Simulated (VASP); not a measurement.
## KSnBr5: single point with PBEsol

Crystal: KSnBr5.

```
K Sn Br
1.0
     5.59163    0.14466    0.49109
     0.14977    5.64043   -0.94364
     0.73695   -1.39322    8.30007
K Sn Br
1 1 5
Cartesian
  0.1561 -1.0217 4.4039
  1.6917 4.0242 -1.4193
  -0.0073 0.0780 1.1861
  2.7723 -0.7851 6.3107
  0.1606 2.0644 5.4517
  3.6325 -1.5392 2.2158
  2.0134 2.4287 1.6252
```

| Item | Value |
| --- | --- |
| Program | VASP 6.6.1 |
| Task | single point |
| Functional | PBEsol |
| Potentials or basis | VASP PAW PBE potentials, release 64 (K_sv, Sn_d, Br) |
| Cutoff | 520 eV |
| k mesh | 4 × 4 × 2 |
| Occupations | fermi-dirac, width 0.05 eV |
| Spin | no spin polarisation |

| Quantity | Value |
| --- | --- |
| Pressure | 0.0 GPa |
| Largest force | 0.025 eV/Å |
| Band gap on the k mesh | 1.32 eV (least direct gap 1.38 eV) |

Forces in eV/Å, atoms in the order of the input:
```
K   -0.003  0.001 -0.004
Sn   0.019 -0.016  0.003
Br  -0.003  0.017  0.001
Br   0.001  0.005  0.001
Br  -0.013  0.002 -0.001
Br  -0.005 -0.002  0.004
Br   0.002 -0.006 -0.004
```

Levels at points of the mesh, in eV from the valence-band top:
| k point | band 25 | band 26 | band 27 | band 28 | band 29 | band 30 | band 31 | band 32 | band 33 | band 34 |
| --- | --- | --- | --- | --- | --- | --- | --- | --- | --- | --- |
| (0.00, 0.00, 0.00) | -1.24 | -1.11 | -0.95 | -0.82 | -0.70 | 2.77 | 3.07 | 4.27 | 4.50 | 5.00 |
| (0.50, 0.00, 0.00) | -1.07 | -0.83 | -0.67 | -0.51 | -0.10 | 1.33 | 3.58 | 4.01 | 4.49 | 6.40 |
| (0.00, 0.50, 0.00) | -1.19 | -0.84 | -0.72 | -0.54 | -0.04 | 1.35 | 3.62 | 3.96 | 4.43 | 6.53 |
| (0.50, 0.50, 0.00) | -1.08 | -0.68 | -0.58 | -0.52 | 0.00 | 2.71 | 3.58 | 3.75 | 4.35 | 6.14 |
| (0.00, 0.00, 0.50) | -1.24 | -1.15 | -0.96 | -0.69 | -0.51 | 2.78 | 2.95 | 4.24 | 4.58 | 5.98 |
| (0.50, 0.00, 0.50) | -1.24 | -0.94 | -0.70 | -0.52 | -0.05 | 1.35 | 3.77 | 4.00 | 4.42 | 6.41 |
| (0.00, 0.50, 0.50) | -1.10 | -0.78 | -0.73 | -0.52 | -0.04 | 1.34 | 3.68 | 3.85 | 4.21 | 6.17 |
| (0.50, 0.50, 0.50) | -1.00 | -0.82 | -0.62 | -0.57 | -0.13 | 2.70 | 3.47 | 3.72 | 4.31 | 6.06 |

Wall time 3 min on 1 thread of Intel(R) Xeon(R) Platinum 8488C (Sapphire Rapids), with other jobs on the host, peak memory 0.45 GiB.

Caveat: the PAW data sets were made with another functional, which shifts forces and pressure a little; spin-orbit coupling is left out, which moves the levels of the heavy elements. A k mesh can miss the band edges.
